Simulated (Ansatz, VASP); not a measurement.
# BAs: VASP beside Ansatz

INCAR

```
  PREC = Accurate
  ENCUT = 500
  EDIFF = 1E-6
  ISMEAR = 0
  SIGMA = 0.05
  LREAL = F
  LASPH = T
  NELM = 120
  ALGO = Normal
  ISIF = 2
  LWAVE = F
  LCHARG = F
  GGA = PE
  NBANDS = 11
  GGA_COMPAT = F
```

The input KPOINTS:

```
Automatic mesh
0
Gamma
  6 6 6
```

The input POSCAR:

```
BAs
1.0
    0.0000000000      2.4209388177      2.4209388177
    2.4209388177      0.0000000000      2.4209388177
    2.4209388177      2.4209388177      0.0000000000
B As
1 1
Direct
    0.0000000000      0.0000000000      0.0000000000
    0.2500000000      0.2500000000      0.2500000000
```

Input for Ansatz:

```yaml
crystal:
  lattice:
    - [0.0, 2.4209388177, 2.4209388177]
    - [2.4209388177, 0.0, 2.4209388177]
    - [2.4209388177, 2.4209388177, 0.0]
  atoms:
    - { symbol: B, position: [0.0, 0.0, 0.0] }
    - { symbol: As, position: [0.25, 0.25, 0.25] }
basis:
  ecutwfc: 420
kpoints:
  mp_grid: { grid: [6, 6, 6] }
hamiltonian:
  xc: pbe
scf:
  occupations: { method: gaussian, width: 0.05 }
output:
  forces: true
  stress: true
  eigenvalues: true
```

Alike in both runs: task single point; functional PBE; k mesh 6 × 6 × 6; occupations gaussian, width 0.05 eV; no spin polarisation.

```csv
,VASP,Ansatz
version,VASP 6.6.1,Ansatz 0.2.0
potentials or method,"VASP PAW PBE potentials, release 64 (B, As), cutoff 500 eV","scalar-relativistic, plane waves, PAW"
valence electrons in the cell,8,18
```

|  | VASP | Ansatz | Ansatz less VASP |
| --- | --- | --- | --- |
| gap on the k mesh at the Fermi level (eV) | 1.31 | 1.31 | +0.007 |
| least direct gap on the mesh (eV) | 3.22 | 3.23 | +0.005 |
| pressure (GPa) | -2.0 | -2.5 | -0.54 |

The functional is the same, so the differences come from potentials, cutoffs and numerics. VASP's potentials hold 8 valence electrons a cell and Ansatz's 18, so a difference there can come from the potentials and not from the codes.
